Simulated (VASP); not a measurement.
A run of VASP 6.6.1 is set up as follows.

Contents of INCAR:

```
SYSTEM = Sb
PREC = Accurate
ENCUT = 520
EDIFF = 1E-7
ISMEAR = -1
SIGMA = 0.1
LREAL = .False.
LASPH = .True.
NELM = 100
ALGO = Normal
ISIF = 2
LWAVE = .False.
LCHARG = .False.
GGA = RE
NBANDS = 12
```

File KPOINTS:

```
Automatic mesh
0
Gamma
  14 14 14
  0 0 0
```

Contents of POSCAR:

```
Sb
1.0
    2.1669757384      1.2511040259      3.8828021136
   -2.1669757384      1.2511040259      3.8828021136
    0.0000000000     -2.5022080518      3.8828021136
Sb
2
Direct
    0.2311082914      0.2311082914      0.2311082914
    0.7688917086      0.7688917086      0.7688917086
```

Potentials or basis: VASP PAW PBE potentials, release 64 (Sb).

Launch:

```sh
$ cat potpaw_PBE.64/Sb/POTCAR > POTCAR
$ mpirun -np 1 vasp_std > vasp.out
```

Q: Predict the largest force.

A: 0.278 eV/Å.

Q: Estimate the band gap on the k mesh.

A: Zero (band 5 reaches 6.95 eV, above the bottom of band 6 at 6.63 eV).

Stress tensor (GPa, compression positive):
```
2.27 0.00 0.00
0.00 2.27 0.00
0.00 0.00 1.77
```

Caveat: the PAW data sets were made with another functional, which shifts forces and pressure a little; spin-orbit coupling is left out, which moves the levels of the heavy elements.
